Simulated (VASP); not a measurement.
A run of VASP 6.6.1 is set up as follows.

File INCAR:

```
PREC = Accurate ; ENCUT = 500
EDIFF = 1E-6 ; ISMEAR = -1
SIGMA = 0.06122561905347299 ; LREAL = False
LASPH = True ; NELM = 120
ALGO = Normal ; ISIF = 2
LWAVE = False ; LCHARG = True
GGA = PE ; LELF = True
LVHAR = True ; NBANDS = 8
GGA_COMPAT = False
```

Contents of KPOINTS:

```
Automatic mesh
0
Gamma
  50 50 50
```

Contents of POSCAR:

```
Si
1.0
   -1.5722823378      1.5722823378      1.5722823378
    1.5722823378     -1.5722823378      1.5722823378
    1.5722823378      1.5722823378     -1.5722823378
Si
1
Direct
    0.0000000000      0.0000000000      0.0000000000
```

Potentials or basis: VASP PAW PBE potentials, release 64 (Si).

The run is started by

```console
$ cat potpaw_PBE.64/Si/POTCAR > POTCAR
$ mpirun -np 1 vasp_std > vasp.out
```

(1) Estimate the band gap on the k mesh.

(2) Predict the pressure.

Results:

(1) zero (band 2 reaches 19.75 eV, above the bottom of band 3 at 5.32 eV).

(2) -4.9 GPa.
